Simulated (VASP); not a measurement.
Set up this calculation in VASP 6.6.1, as the native input.

| Quantity | Value |
| --- | --- |
| Task | single point |
| Functional | PBEsol |
| Potentials or basis | VASP PAW PBE potentials, release 64 (V_sv) |
| Cutoff | 520 eV |
| k mesh | 22 × 22 × 22 |
| Occupations | gaussian, width 0.15 eV |
| Spin | no spin polarisation |
| Dipole correction | no |
| Further INCAR settings | ALGO = Normal; EDIFF = 1e-06; NBANDS = 12 |

The structure of V lies in POSCAR:

```
V
1.0
   -1.5356950000      1.5356950000      1.5356950000
    1.5356950000     -1.5356950000      1.5356950000
    1.5356950000      1.5356950000     -1.5356950000
V
1
Direct
    0.0000000000      0.0000000000      0.0000000000
```

This cell differs from its parent crystal: strain +0.015 along x and y, +0.015 along z.

One way to write it, as run:

INCAR

```
ALGO = Normal
EDIFF = 1E-6
ENCUT = 520
GGA = PS
ISIF = 2
ISMEAR = 0
LASPH = True
LCHARG = False
LREAL = False
LWAVE = False
NBANDS = 12
NELM = 80
PREC = Accurate
SIGMA = 0.15
```

KPOINTS

```
k-points
0
Gamma
  22 22 22
```

Potentials or basis: VASP PAW PBE potentials, release 64 (V_sv).

Launch:

```console
$ cat potpaw_PBE.64/V_sv/POTCAR > POTCAR
$ mpirun -np 1 vasp_std > vasp.out
```

It gave:

- Pressure: -17.6 GPa

Caveat: the cell differs from its parent crystal (strain +0.015 along x and y, +0.015 along z); the PAW data sets were made with another functional, which shifts forces and pressure a little.

It took 38 s on 1 thread of AMD EPYC 7R43 64-Core Processor (Zen 3), on a shared host, peak memory 0.13 GiB.
